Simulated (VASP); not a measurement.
# CdTe (I-4m2) in VASP: further runs, part 2 of 2

VASP 6.6.1. The steps go on from the part before.

### 3 Single point, LDA (strain +0.0450 x Voigt [0, 0, 1, 0, 0, 0])

File INCAR:

```
SYSTEM = CdTe
ALGO = Normal
EDIFF = 1E-7
ENCUT = 520
GGA = CA
ISIF = 2
ISMEAR = 0
LASPH = .TRUE.
LCHARG = .FALSE.
LREAL = .FALSE.
LWAVE = .FALSE.
NBANDS = 16
NELM = 80
PREC = Accurate
SIGMA = 0.05
```

File KPOINTS:

```
k-points
0
G
  8 8 8
  0 0 0
```

File POSCAR:

```
CdTe
1.0
    0.0000000000      3.2050000000      3.3492250000
    3.2050000000      0.0000000000      3.3492250000
    3.2050000000      3.2050000000      0.0000000000
Cd Te
1 1
Direct
    0.0000000000      0.0000000000      0.0000000000
    0.7500000000      0.7500000000      0.7500000000
```

Potentials or basis: VASP PAW LDA potentials, release 64 (Cd, Te).

Command:

```sh
cat potpaw_LDA.64/Cd/POTCAR potpaw_LDA.64/Te/POTCAR > POTCAR
mpirun -np 1 vasp_std > vasp.out
```

OUTCAR:

```text
SYSTEM = CdTe
   EDIFF = 1E-7
   ENCUT = 520
   GGA = CA
   ISIF = 2
   ISMEAR = 0
   LASPH = .TRUE.
   LREAL = .FALSE.
   NELM = 80
   PREC = Accurate

 ion  position               nearest neighbor table
   1  0.000  0.000  0.000-   2 2.82   2 2.82   2 2.82   2 2.82
   2  0.750  0.750  0.750-   1 2.82   1 2.82   1 2.82   1 2.82

  LATTYP: Found a body centered tetragonal cell.
 ALAT       =     4.5325544674
 C/A-ratio  =     1.4778531727

  Lattice vectors:

 A1 = (  -3.2050000000,   0.0000000000,   3.3492250000)
 A2 = (   3.2050000000,   0.0000000000,   3.3492250000)
 A3 = (   0.0000000000,   3.2050000000,  -3.3492250000)

Analysis of symmetry for initial positions (statically):
=====================================================================
 Subroutine PRICEL returns:
 Original cell was already a primitive cell.

 Routine SETGRP: Setting up the symmetry group for a
 body centered tetragonal supercell.

 Subroutine GETGRP returns: Found  8 space group operations
 (whereof  8 operations were pure point group operations)
 out of a pool of 16 trial point group operations.

The static configuration has the point symmetry D_2d.

Analysis of symmetry for dynamics (positions and initial velocities):
[... 162 lines left out ...]
 val. band max:        2.1036694220   @ k =   0.0000   0.0000   0.0000
 cond. band min:       2.5639159906   @ k =   0.0000   0.0000   0.0000
 fundamental gap:      0.4602465685
 Fermi energy:         2.3333109424

 k-point     1 :       0.0000    0.0000    0.0000
  band No.  band energies     occupation
      1      -9.1220      2.00000
      2      -6.2034      2.00000
      3      -6.1929      2.00000
      4      -6.1929      2.00000
      5      -5.9456      2.00000
      6      -5.9377      2.00000
[... 433 lines left out ...]
      3      -6.1262      2.00000
      4      -5.9693      2.00000
      5      -5.9313      2.00000
      6      -5.7941      2.00000
[... 8 lines left out ...]
     15      11.1095      0.00000
     16      11.8260      0.00000

 [... further k-points ...]

------------------------ aborting loop because EDIFF is reached ----------------------------------------

  FORCE on cell =-STRESS in cart. coord.  units (eV):
  Direction    XX          YY          ZZ          XY          YZ          ZX
  --------------------------------------------------------------------------------------
  -------------------------------------------------------------------------------------
  Total       -0.5805380     -0.5805380     -0.9813442      0.0000000      0.0000000      0.0000000
  in kB      -13.5179508    -13.5179508    -22.8508086      0.0000000      0.0000000      0.0000000
  external PRESSURE =     -16.6289034 kB  Pullay stress =       0.0000000 kB

 VOLUME and BASIS-vectors are now :
 -----------------------------------------------------------------------------
  energy-cutoff  :      520.00
  volume of cell :       68.81
      direct lattice vectors                 reciprocal lattice vectors
     0.000000000  3.205000000  3.349225000    -0.156006240  0.156006240  0.149288268
     3.205000000  0.000000000  3.349225000     0.156006240 -0.156006240  0.149288268
     3.205000000  3.205000000  0.000000000     0.156006240  0.156006240 -0.149288268

 POSITION                                       TOTAL-FORCE (eV/Angst)
 -----------------------------------------------------------------------------------
      0.00000      0.00000      0.00000         0.000000      0.000000      0.000000
      4.80750      4.80750      5.02384        -0.000000     -0.000000     -0.000000
 -----------------------------------------------------------------------------------
    total drift:                               -0.000000     -0.000000      0.000000

  FREE ENERGIE OF THE ION-ELECTRON SYSTEM (eV)
  ---------------------------------------------------
  free  energy   TOTEN  =        -6.0317484886 eV

  energy  without entropy=       -6.0317484886  energy(sigma->0) =       -6.03174849
```

stdout:

```text
POSCAR found type information on POSCAR CdTe
 POSCAR found :  2 types and       2 ions
 scaLAPACK will be used
 LDA part: xc-table for (Slater(with rela. corr.)+CA(PZ))
 , standard interpolation
 POSCAR, INCAR and KPOINTS ok, starting setup
 FFT: planning ... GRIDC
 FFT: planning ... GRID_SOFT
 FFT: planning ... GRID
 WAVECAR not read
 entering main loop
```

Wall time 93 s (1 thread of Intel Xeon 8259CL, shared host); peak memory 0.22 GiB.

Results:

```
Free energy            : -6.0317 eV
Pressure               : -1.7 GPa
Band gap on the k mesh : 0.46 eV
```

Levels at points of the mesh, in eV from the valence-band top:
| k point | band 7 | band 8 | band 9 | band 10 | band 11 | band 12 |
| --- | --- | --- | --- | --- | --- | --- |
| (0.00, 0.00, 0.00) | -0.16 | 0.00 | 0.00 | 0.46 | 4.46 | 4.46 |
| (0.50, 0.00, 0.00) | -4.48 | -0.93 | -0.71 | 1.58 | 4.94 | 5.18 |
| (0.50, 0.50, 0.00) | -4.51 | -1.77 | -1.77 | 2.53 | 2.73 | 8.31 |
| (0.50, 0.00, 0.50) | -4.30 | -1.99 | -1.93 | 2.36 | 2.40 | 8.61 |

Caveat: the cell differs from its parent crystal (strain +0.0450 x Voigt [0, 0, 1, 0, 0, 0]); spin-orbit coupling is left out, which moves the levels of the heavy elements.
